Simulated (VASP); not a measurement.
Input of a VASP 6.6.1 run:

File INCAR:

```
SYSTEM = Si2W
PREC = Accurate ; ENCUT = 520
EDIFF = 1E-8 ; ISMEAR = -1
SIGMA = 0.03 ; LREAL = .FALSE.
LASPH = .TRUE. ; NELM = 60
ALGO = Normal ; ISIF = 2
LWAVE = .FALSE. ; LCHARG = .FALSE.
GGA = PS ; LEFG = .TRUE.
NBANDS = 18
```

The input KPOINTS:

```
Automatic mesh
0
G
  18 18 18
  0 0 0
```

The input POSCAR:

```
Si2W
1.0
   -1.6381200000      1.6381200000      3.9400000000
    1.6381200000     -1.6381200000      3.9400000000
    1.6381200000      1.6381200000     -3.9400000000
Si W
2 1
Direct
    0.3330000000      0.3330000000      0.0000000000
    0.6670000000      0.6670000000      0.0000000000
    0.0000000000      0.0000000000      0.0000000000
```

Potentials or basis: VASP PAW PBE potentials, release 64 (Si, W_sv).

The run is started by

```bash
$ cat potpaw_PBE.64/Si/POTCAR potpaw_PBE.64/W_sv/POTCAR > POTCAR
$ mpirun -np 1 vasp_std > vasp.out
```

Question: Predict the largest force.

Answer: 0.337 eV/Å.

Question: What does it give for the band gap on the k mesh?

Answer: Zero (bands 11 and 12 overlap by 1.21 eV).

Electric field gradients, principal values (V/Å²):
```
atom   least  middle  greatest (by size)
1 Si   5.909   5.909             -11.818
2 Si   5.909   5.909             -11.818
 3 W  81.593  81.593            -163.186
```

Caveat: the cell differs from its parent crystal (equal xx and yy strain of +2 %); the cell stands under tension; without QUAD_EFG the Cq values of the log hold for a quadrupole moment of 1 mb, not for the nuclei; the PAW data sets were made with another functional, which shifts forces and pressure a little; spin-orbit coupling is left out, which moves the levels of the heavy elements.
